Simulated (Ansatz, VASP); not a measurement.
# Mg2As in VASP and in Ansatz

The input INCAR:

```
SYSTEM = Mg2As
PREC = Accurate ; ENCUT = 520
EDIFF = 1E-7 ; ISMEAR = -1
SIGMA = 0.05 ; LREAL = .False.
LASPH = .True. ; NELM = 60
ALGO = Fast ; ISIF = 2
LWAVE = .False. ; LCHARG = .False.
GGA = PE ; NBANDS = 18
```

Contents of KPOINTS:

```
regular mesh
0
Gamma
  8 8 8
  0 0 0
```

The input POSCAR:

```
Mg2As
1.0
   -1.9424930380      2.8415190219      6.0330846178
    1.9424930380     -2.8415190219      6.0330846178
    1.9424930380      2.8415190219     -6.0330846178
As Mg
2 4
Direct
    0.3559950000      0.8559950000      0.5000000000
    0.6440050000      0.1440050000      0.5000000000
    0.1972320000      0.1972320000      0.0000000000
    0.2550410000      0.5000000000      0.7550410000
    0.7449590000      0.5000000000      0.2449590000
    0.8027680000      0.8027680000      0.0000000000
```

File input.yaml:

```yaml
crystal:
  lattice:
    - [-1.942493038, 2.8415190219, 6.0330846178]
    - [1.942493038, -2.8415190219, 6.0330846178]
    - [1.942493038, 2.8415190219, -6.0330846178]
  atoms:
    - { symbol: As, position: [0.355995, 0.855995, 0.5] }
    - { symbol: As, position: [0.644005, 0.144005, 0.5] }
    - { symbol: Mg, position: [0.197232, 0.197232, 0.0] }
    - { symbol: Mg, position: [0.255041, 0.5, 0.755041] }
    - { symbol: Mg, position: [0.744959, 0.5, 0.244959] }
    - { symbol: Mg, position: [0.802768, 0.802768, 0.0] }
hamiltonian:
  xc: pbe
  pseudopotentials: { kind: paw }
kpoints:
  mp_grid: { grid: [8, 8, 8] }
scf:
  occupations: { method: fermi_dirac, width: 0.05 }
output:
  forces: true
  stress: true
  eigenvalues: true
```

Alike in both runs: task single point; functional PBE; k mesh 8 × 8 × 8; occupations fermi-dirac, width 0.05 eV; no spin polarisation.

|  | VASP | Ansatz |
| --- | --- | --- |
| version | VASP 6.6.1 | Ansatz 0.2.0 |
| potentials or method | VASP PAW PBE potentials, release 64 (As, Mg) | Ansatz PAW |
| plane-wave cutoff (eV) | 520 | 420 |
| valence electrons in the cell | 18 | 70 |

Ansatz gave:

- gap on the k mesh at the Fermi level (eV): none
- pressure (GPa): -2.0
- traceless stress, the component that is largest in VASP (GPa): 0.19
- rms of the force components (eV/Å): 0.028

Which values does VASP return?

gap on the k mesh at the Fermi level (eV): none; pressure (GPa): -2.1; traceless stress, the component that is largest in VASP (GPa): 0.18; rms of the force components (eV/Å): 0.028.

Atom by atom the forces differ by 0.004 eV/Å (rms over components). A gap of «none» marks a metal or a gap that the smearing closes. VASP's potentials hold 18 valence electrons a cell and Ansatz's 70, so a difference there can come from the potentials and not from the codes.
